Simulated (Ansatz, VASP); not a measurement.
**Hf: VASP beside Ansatz**

The input INCAR:

```
SYSTEM = Hf
PREC     = Accurate       ! precision mode
ENCUT    = 520            ! plane-wave cutoff, eV
EDIFF    = 1E-6           ! SCF threshold, eV
ISMEAR   = -1             ! smearing method
SIGMA    = 0.05           ! smearing width, eV
LREAL    = .False.        ! projectors in reciprocal space
LASPH    = .True.         ! aspherical terms in the spheres
NELM     = 80             ! most SCF steps
ALGO     = Fast           ! electronic algorithm
ISIF     = 2              ! what is computed and relaxed
LWAVE    = .False.        ! write WAVECAR
LCHARG   = .False.        ! write CHGCAR
GGA      = PS             ! functional
NBANDS   = 17             ! bands
```

The input KPOINTS:

```
regular mesh
0
Gamma
  10 10 5
  0 0 0
```

POSCAR

```
Hf
1.0
    3.2178708157      0.0000000000      0.0000000000
   -1.6089354078      2.7867578725      0.0000000000
    0.0000000000      0.0000000000      5.0912963404
Hf
2
Direct
    0.6666666667      0.3333333333      0.7500000000
    0.3333333333      0.6666666667      0.2500000000
```

File input.yaml:

```yaml
crystal:
  lattice:
    - [3.2178708157, 0.0, 0.0]
    - [-1.6089354078, 2.7867578725, 0.0]
    - [0.0, 0.0, 5.0912963404]
  atoms:
    - { symbol: Hf, position: [0.6666666667, 0.3333333333, 0.75] }
    - { symbol: Hf, position: [0.3333333333, 0.6666666667, 0.25] }
kpoints:
  mp_grid: { grid: [10, 10, 5] }
scf:
  occupations: { method: fermi_dirac, width: 0.05 }
hamiltonian:
  xc: pbesol
  pseudopotentials: { kind: all_electron, lapw: { basis_error: 0.0005 } }
output:
  forces: true
  stress: true
  eigenvalues: true
```

Change from the starting cell: volume scaled by 1.02.

Alike in both runs: task single point; functional PBEsol; k mesh 10 × 10 × 5; occupations fermi-dirac, width 0.05 eV; no spin polarisation.

```csv
,VASP,Ansatz
version,VASP 6.6.1,Ansatz 0.2.0
potentials or method,"VASP PAW PBE potentials, release 64 (Hf_pv), cutoff 520 eV","all-electron LAPW, scalar-relativistic"
```

Ansatz gave:

| Property | Result |
| --- | --- |
| gap on the k mesh at the Fermi level (eV) | none |
| pressure (GPa) | -5.8 |
| traceless stress, the component that is largest in VASP (GPa) | -0.36 |

Q: Which values does VASP return?

A: gap on the k mesh at the Fermi level (eV): none; pressure (GPa): -6.2; traceless stress, the component that is largest in VASP (GPa): -0.41.

VASP's potentials were made for PBE, not for PBEsol. A gap of «none» marks a metal or a gap that the smearing closes. Ansatz ran all-electron here, and VASP with PAW potentials.

Spin-orbit coupling is off throughout.
